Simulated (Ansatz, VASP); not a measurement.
## H4PbO4 in VASP and in Ansatz

```
CELL_PARAMETERS angstrom
13.01000 0.00000 0.00000
0.00000 12.91000 0.00000
0.00000 0.00000 12.99000
ATOMIC_POSITIONS crystal
Pb 0.48182 0.49621 0.48684
O 0.48034 0.37928 0.59872
O 0.50147 0.41898 0.34642
O 0.59903 0.60739 0.49129
O 0.34589 0.58014 0.50966
H 0.43616 0.40399 0.65385
H 0.47714 0.34857 0.35682
H 0.65392 0.58144 0.44755
H 0.36111 0.65108 0.48977
```

Alike in both runs: task single point; functional PBE; k mesh 1 × 1 × 1; occupations gaussian, width 0.01 eV; non-collinear spin, spin-orbit coupling.

|  | VASP | Ansatz |
| --- | --- | --- |
| version | VASP 6.6.1 | Ansatz 0.2.0 |
| potentials or method | VASP PAW PBE potentials, release 64 (Pb_d, O, H), cutoff 520 eV | plane waves, PAW |
| valence electrons in the cell | 42 | 42 |

```tsv
	VASP	Ansatz	Ansatz less VASP
rms of the force components (eV/Å)	0.153	0.096	-0.0576
```

Ansatz's warnings: xc potential rough in thin density.
